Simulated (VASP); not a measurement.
# Si (P6_3/mmc) in VASP: a series of runs

Si is run at these levels: LDA; tasks: single point.

Everything below comes from runs of VASP 6.6.1. Logs are shortened: lines on timing, memory, paths and dates and some standing lists are left out, and cuts for length are marked.

### 1 The cell of the first run

It takes space group P6_3/mmc (No. 194, hexagonal). The conventional cell has a = 3.705 Å, b = 3.705 Å, c = 6.620 Å, α = 90.00°, β = 90.00°, γ = 120.00°. Si (site symmetry 3m) has 4 Si at 2.16 to 2.43 Å within 2.9 Å.

This isn't the form of Si at room conditions, which is diamond.

### 2 Single point, LDA

INCAR reads:

```
ALGO     = Normal         # electronic algorithm
EDIFF    = 1E-6           # SCF threshold, eV
ENCUT    = 520            # plane-wave cutoff, eV
GGA      = CA             # functional
ISIF     = 2              # what is computed and relaxed
ISMEAR   = 0              # smearing method
LASPH    = T              # aspherical terms in the spheres
LCHARG   = F              # write CHGCAR
LREAL    = F              # projectors in reciprocal space
LWAVE    = F              # write WAVECAR
NBANDS   = 16             # bands
NELM     = 60             # most SCF steps
PREC     = Accurate       # precision mode
SIGMA    = 0.03           # smearing width, eV
```

KPOINTS reads:

```
k-points
0
Gamma
  12 12 6
```

POSCAR reads:

```
Si
1.0
    3.7054125847      0.0000000000      0.0000000000
   -1.8527062924      3.2089814298      0.0000000000
    0.0000000000      0.0000000000      6.6197195825
Si
4
Direct
    0.3333333333      0.6666666667      0.0868883759
    0.6666666667      0.3333333333      0.5868883759
    0.3333333333      0.6666666667      0.4131116241
    0.6666666667      0.3333333333      0.9131116241
```

Potentials or basis: VASP PAW LDA potentials, release 64 (Si).

Command:

```bash
$ cat potpaw_LDA.64/Si/POTCAR > POTCAR
$ mpirun -np 1 vasp_std > vasp.out
```

OUTCAR:

```text
EDIFF = 1E-6
   ENCUT = 520
   GGA = CA
   ISIF = 2
   ISMEAR = 0
   LASPH = T
   LREAL = F
   NELM = 60
   PREC = Accurate

 ion  position               nearest neighbor table
   1  0.333  0.667  0.087-   3 2.16   4 2.43   4 2.43   4 2.43
   2  0.667  0.333  0.587-   4 2.16   3 2.43   3 2.43   3 2.43
   3  0.333  0.667  0.413-   1 2.16   2 2.43   2 2.43   2 2.43
   4  0.667  0.333  0.913-   2 2.16   1 2.43   1 2.43   1 2.43

  LATTYP: Found a hexagonal cell.
 ALAT       =     3.7054125847
 C/A-ratio  =     1.7865000000

  Lattice vectors:

 A1 = (   3.7054125847,   0.0000000000,   0.0000000000)
 A2 = (  -1.8527062924,   3.2089814298,   0.0000000000)
 A3 = (   0.0000000000,   0.0000000000,   6.6197195825)

Analysis of symmetry for initial positions (statically):
=====================================================================
 Subroutine PRICEL returns:
 Original cell was already a primitive cell.

 Routine SETGRP: Setting up the symmetry group for a
 hexagonal supercell.

 Subroutine GETGRP returns: Found 24 space group operations
 (whereof 12 operations were pure point group operations)
 out of a pool of 24 trial point group operations.

The static configuration has the point symmetry D_3d.
 The point group associated with its full space group is D_6h.

Analysis of symmetry for dynamics (positions and initial velocities):
=====================================================================
 Subroutine PRICEL returns:
 Original cell was already a primitive cell.

 Routine SETGRP: Setting up the symmetry group for a
 hexagonal supercell.

 Subroutine GETGRP returns: Found 24 space group operations
 (whereof 12 operations were pure point group operations)
 out of a pool of 24 trial point group operations.

The dynamic configuration has the point symmetry D_3d.
 The point group associated with its full space group is D_6h.

 Subroutine INISYM returns: Found 24 space group operations
 (whereof 12 operations are pure point group operations),
 and found     1 'primitive' translations

----------------------------------------------------------------------------------------

                                     Primitive cell

  volume of cell :      78.7124

  direct lattice vectors                    reciprocal lattice vectors
     3.705412585  0.000000000  0.000000000     0.269875480  0.155812681  0.000000000
    -1.852706292  3.208981430  0.000000000     0.000000000  0.311625362  0.000000000
[... 93 lines left out ...]
   IBRION =     -1    ionic relax: 0-MD 1-quasi-New 2-CG
   NFREE  =      0    steps in history (QN), initial steepest desc. (CG)
   ISIF   =      2    stress and relaxation
   ISYM   =      2    0-nonsym 1-usesym 2-fastsym
   POTIM  = 0.5000    time-step for ionic-motion
   TEBEG  =    0.0;   TEEND  =   0.0 temperature during run
   PSTRESS=    0.0 pullay stress
   NELECT =      16.0000    total number of electrons
   NUPDOWN=      -1.0000    fix difference up-down
   EMIN   =  10.00;   EMAX   =-10.00  energy-range for DOS
   EFERMI =   0.00;   METHOD = LEGACY
   ISMEAR =     0;   SIGMA  =   0.03  broadening in eV -4-tet -1-fermi 0-gaus
   EFERMI_NEDOS =   21; number of points for ismear=-14 and -15
   IALGO  =     38    algorithm
   IMIX   =      4    mixing-type and parameters
     AMIX     =   0.40;   BMIX     =  1.00
     AMIX_MAG =   1.60;   BMIX_MAG =  1.00
  volume/ion in A,a.u.               =      19.68       132.79
  Fermi-wavevector in a.u.,A,eV,Ry     =   0.962573  1.818999 12.606436  0.926547
  Thomas-Fermi vector in A             =   2.092044
   LORBIT       =      0    0 simple, 1 ext, 2 COOP (PROOUT), +10 PAW based schemes
   GGA     = CA    functional components
   LHFCALC =     F    Hartree Fock is set to
   AEXX    =    0.0000 exact exchange contribution
   IVDW    =     0    specifies the selected vdW correction
   LEPSILON=     F    determine dielectric tensor
   LRPA    =     F    only Hartree local field effects (RPA)
 non-spin polarized calculation
 Gauss-broadening in eV      SIGMA  =   0.03
  energy-cutoff  :      520.00
  volume of cell :       78.71
 maximum number of plane-waves:      2148
 NGX is ok and might be reduce to    28

 number of electron      16.0000001 magnetization

 Free energy of the ion-electron system (eV)
  ---------------------------------------------------
  ext. energy  EPLUGINS =         0.00000000
  ---------------------------------------------------
  free energy    TOTEN  =       -22.69918671 eV

  energy without entropy =      -22.69820501  energy(sigma->0) =      -22.69869586

 E-fermi :   6.3793     XC(G=0):  -9.7122

 val. band max:        6.3788562716   @ k =   0.0833   0.0833   0.1667
 cond. band min:       6.3843820506   @ k =   0.1667  -0.0000   0.1667
 fundamental gap:      0.0055257790
 Fermi energy:         6.3793422926

 k-point     1 :       0.0000    0.0000    0.0000
  band No.  band energies     occupation
      1      -6.1475      2.00000
      2      -3.6190      2.00000
      3      -2.3579      2.00000
      4       4.1354      2.00000
      5       5.4401      2.00000
      6       5.4401      2.00000
[... 433 lines left out ...]
      3      -1.2658      2.00000
      4       1.4324      2.00000
      5       1.8090      2.00000
      6       3.5111      2.00000
[... 8 lines left out ...]
     15      13.5549      0.00000
     16      13.6236      0.00000

 [... further k-points ...]

------------------------ aborting loop because EDIFF is reached ----------------------------------------

  FORCE on cell =-STRESS in cart. coord.  units (eV):
  Direction    XX          YY          ZZ          XY          YZ          ZX
  --------------------------------------------------------------------------------------
  -------------------------------------------------------------------------------------
  Total       -1.1007941     -1.1007941      1.8072570      0.0000000      0.0000000      0.0000000
  in kB      -22.4064636    -22.4064636     36.7863859      0.0000000      0.0000000      0.0000000
  external PRESSURE =      -2.6755138 kB  Pullay stress =       0.0000000 kB

 VOLUME and BASIS-vectors are now :
 -----------------------------------------------------------------------------
  energy-cutoff  :      520.00
  volume of cell :       78.71
      direct lattice vectors                 reciprocal lattice vectors
     3.705412585  0.000000000  0.000000000     0.269875480  0.155812681  0.000000000
    -1.852706292  3.208981430  0.000000000     0.000000000  0.311625362  0.000000000
     0.000000000  0.000000000  6.619719583     0.000000000  0.000000000  0.151063801

 POSITION                                       TOTAL-FORCE (eV/Angst)
 -----------------------------------------------------------------------------------
     -0.00000      2.13932      0.57518        -0.000000      0.000000     -3.884648
      1.85271      1.06966      3.88504         0.000000     -0.000000     -3.884648
     -0.00000      2.13932      2.73468        -0.000000      0.000000      3.884648
      1.85271      1.06966      6.04454         0.000000     -0.000000      3.884648
 -----------------------------------------------------------------------------------
    total drift:                               -0.000000      0.000000      0.000000

  FREE ENERGIE OF THE ION-ELECTRON SYSTEM (eV)
  ---------------------------------------------------
  free  energy   TOTEN  =       -22.6991867091 eV

  energy  without entropy=      -22.6982050124  energy(sigma->0) =      -22.69869586
```

OSZICAR:

```text
N       E                     dE             d eps       ncg     rms          rms(c)
DAV:   1     0.250024138649E+02    0.25002E+02   -0.59686E+03  2432   0.821E+02
DAV:   2    -0.213283058851E+02   -0.46331E+02   -0.42256E+02  3288   0.122E+02
DAV:   3    -0.231908507194E+02   -0.18625E+01   -0.18466E+01  3312   0.231E+01
DAV:   4    -0.232137734867E+02   -0.22923E-01   -0.22917E-01  3064   0.327E+00
DAV:   5    -0.232141807780E+02   -0.40729E-03   -0.40728E-03  3328   0.409E-01    0.709E+00
DAV:   6    -0.228490990077E+02    0.36508E+00   -0.14877E-01  2984   0.182E+00    0.421E+00
DAV:   7    -0.227011955485E+02    0.14790E+00   -0.25950E-01  2976   0.243E+00    0.358E-01
DAV:   8    -0.227001407885E+02    0.10548E-02   -0.30861E-02  2848   0.949E-01    0.200E-01
DAV:   9    -0.226991730244E+02    0.96776E-03   -0.20983E-03  3128   0.267E-01    0.913E-02
DAV:  10    -0.226992059139E+02   -0.32890E-04   -0.18636E-04  3088   0.761E-02    0.501E-02
DAV:  11    -0.226991884871E+02    0.17427E-04   -0.65126E-05  3112   0.426E-02    0.745E-03
DAV:  12    -0.226991867331E+02    0.17540E-05   -0.81173E-06  3040   0.183E-02    0.587E-03
DAV:  13    -0.226991867091E+02    0.23985E-07   -0.59598E-07  1752   0.415E-03
   1 F= -.22699187E+02 E0= -.22698696E+02  d E =-.981697E-03
```

Run time: 67 s. Hardware: 1 thread of Intel Xeon Platinum 8488C (Sapphire Rapids), shared host; peak memory 0.19 GiB.

Results:

```yaml
Free_energy: -22.6992 eV
Pressure: -0.3 GPa
Largest_force: 3.885 eV/Å
Band_gap_on_the_k_mesh: zero (bands 8 and 9 overlap by 1.44 eV)
```

Forces in eV/Å, atoms in the order of the input:
```
Si   0.000  0.000 -3.885
Si   0.000  0.000 -3.885
Si   0.000  0.000  3.885
Si   0.000  0.000  3.885
```

Stress tensor (GPa, compression positive):
```
-2.24  0.00  0.00
 0.00 -2.24  0.00
 0.00  0.00  3.68
```

Caveat: forces of over 1 eV/Å act on the atoms, so gaps and moduli don't describe the material at rest.

### 3 Single point, LDA

This run uses another cell than the first one, of the same volume but with other edges.

INCAR reads:

```
SYSTEM = Si
PREC     = Accurate       ! precision mode
ENCUT    = 520            ! plane-wave cutoff, eV
EDIFF    = 1E-6           ! SCF threshold, eV
ISMEAR   = 0              ! smearing method
SIGMA    = 0.03           ! smearing width, eV
LREAL    = .False.        ! projectors in reciprocal space
LASPH    = .True.         ! aspherical terms in the spheres
NELM     = 80             ! most SCF steps
ALGO     = Normal         ! electronic algorithm
ISIF     = 2              ! what is computed and relaxed
LWAVE    = .False.        ! write WAVECAR
LCHARG   = .False.        ! write CHGCAR
GGA      = CA             ! functional
NBANDS   = 16             ! bands
```

KPOINTS reads:

```
Automatic mesh
0
Gamma
  12 12 6
  0 0 0
```

POSCAR reads:

```
Si
1.0
    3.8016851185      0.0000000000      0.0000000000
   -1.9008425593      3.2923558898      0.0000000000
    0.0000000000      0.0000000000      6.2886938331
Si
4
Direct
    0.3333333333      0.6666666667      0.0391837161
    0.6666666667      0.3333333333      0.5391837161
    0.3333333333      0.6666666667      0.4608162839
    0.6666666667      0.3333333333      0.9608162839
```

Potentials or basis: VASP PAW LDA potentials, release 64 (Si).

Command:

```bash
$ cat potpaw_LDA.64/Si/POTCAR > POTCAR
$ mpirun -np 1 vasp_std > vasp.out
```

Run time: 58 s. Hardware: 1 thread of Intel Xeon Platinum 8488C (Sapphire Rapids), shared host; peak memory 0.19 GiB.

The run converged. Its results:

| Quantity | Value |
| --- | --- |
| Free energy | -22.9856 eV |
| Pressure | 2.4 GPa |
| Largest force | 2.118 eV/Å |
| Band gap on the k mesh | zero (bands 8 and 9 overlap by 1.12 eV) |

Forces in eV/Å, atoms in the order of the input:
```
Si   0.000  0.000  2.118
Si   0.000  0.000  2.118
Si   0.000  0.000 -2.118
Si   0.000  0.000 -2.118
```

Stress tensor (GPa, compression positive):
```
 7.21  0.00  0.00
 0.00  7.21  0.00
 0.00  0.00 -7.14
```

Levels at points of the mesh, in eV from the Fermi level:
| k point | band 6 | band 7 | band 8 | band 9 | band 10 | band 11 |
| --- | --- | --- | --- | --- | --- | --- |
| (0.00, 0.00, 0.00) | -0.90 | -0.90 | 0.50 | 1.18 | 1.42 | 1.90 |
| (0.50, 0.00, 0.00) | -3.59 | -2.48 | -2.29 | -0.23 | 1.75 | 3.46 |
| (0.00, 0.00, 0.50) | -1.57 | -1.57 | -1.57 | 1.28 | 1.28 | 2.58 |
| (0.50, 0.00, 0.50) | -3.05 | -1.93 | -1.93 | 0.57 | 0.57 | 1.01 |

Caveat: forces of over 1 eV/Å act on the atoms, so gaps and moduli don't describe the material at rest.

### 4 Single point, LDA

This run uses another cell than the first one, of the same volume but with other edges.

INCAR reads:

```
PREC = Accurate
ENCUT = 520
EDIFF = 1E-6
ISMEAR = 0
SIGMA = 0.03
LREAL = False
LASPH = True
NELM = 60
ALGO = Normal
ISIF = 2
LWAVE = False
LCHARG = False
GGA = CA
NBANDS = 16
```

KPOINTS reads:

```
Automatic mesh
0
Gamma
  12 12 6
```

POSCAR reads:

```
Si
1.0
    4.0952913888      0.0000000000      0.0000000000
   -2.0476456944      3.5466263786      0.0000000000
    0.0000000000      0.0000000000      5.4192990949
Si
4
Direct
    0.3333333333      0.6666666667      0.0725769780
    0.6666666667      0.3333333333      0.5725769780
    0.3333333333      0.6666666667      0.4274230220
    0.6666666667      0.3333333333      0.9274230220
```

Command:

```bash
$ cat potpaw_LDA.64/Si/POTCAR > POTCAR
$ mpirun -np 1 vasp_std > vasp.out
```

Run time: 57 s. Hardware: 1 thread of Intel Xeon Platinum 8488C (Sapphire Rapids), shared host; peak memory 0.18 GiB.

It converged, with:

```yaml
Free_energy: -20.2061 eV
Pressure: 14.7 GPa
Largest_force: 8.431 eV/Å
Band_gap_on_the_k_mesh: zero (bands 8 and 9 overlap by 0.98 eV)
```

Forces on the atoms (eV/Å):
```
Si   0.000  0.000 -8.431
Si   0.000  0.000 -8.431
Si   0.000  0.000  8.431
Si   0.000  0.000  8.431
```

Stress tensor (GPa, compression positive):
```
-14.60   0.00   0.00
  0.00 -14.60   0.00
  0.00   0.00  73.33
```

Levels at points of the mesh, in eV from the Fermi level:
```tsv
k point	band 6	band 7	band 8	band 9	band 10	band 11
(0.00, 0.00, 0.00)	-0.83	-0.79	0.66	0.66	0.82	0.82
(0.50, 0.00, 0.00)	-3.76	-3.46	-0.35	-0.32	1.78	2.97
(0.00, 0.00, 0.50)	-1.55	-1.55	-1.55	1.03	1.03	2.56
(0.50, 0.00, 0.50)	-2.69	-1.67	-1.67	0.93	0.93	3.35
```

Caveat: the cell stands under pressure; forces of over 1 eV/Å act on the atoms, so gaps and moduli don't describe the material at rest.

### 5 The runs side by side

```tsv
cell	gap on the mesh (eV)	pressure (GPa)	largest force (eV/Å)
a = 3.705, b = 3.705, c = 6.620 Å, angles 90.0, 90.0, 120.0°, 4 atoms, atomic positions A	none	-0.3	3.88
a = 3.802, b = 3.802, c = 6.289 Å, angles 90.0, 90.0, 120.0°, 4 atoms, atomic positions B	none	2.4	2.12
a = 4.095, b = 4.095, c = 5.419 Å, angles 90.0, 90.0, 120.0°, 4 atoms, atomic positions C	none	14.7	8.43
```

Alike in all rows: task single point; level LDA; potentials or basis VASP PAW LDA potentials, release 64 (Si); no spin polarisation; k mesh 12 × 12 × 6; cutoff (eV) 520; smearing gaussian 0.03 eV.

Caveats: forces of over 1 eV/Å act on the atoms, so gaps and moduli don't describe the material at rest; the cell stands under pressure (at least some runs).

Total energies depend on the potentials used, so only differences within one code and one set of settings carry meaning.
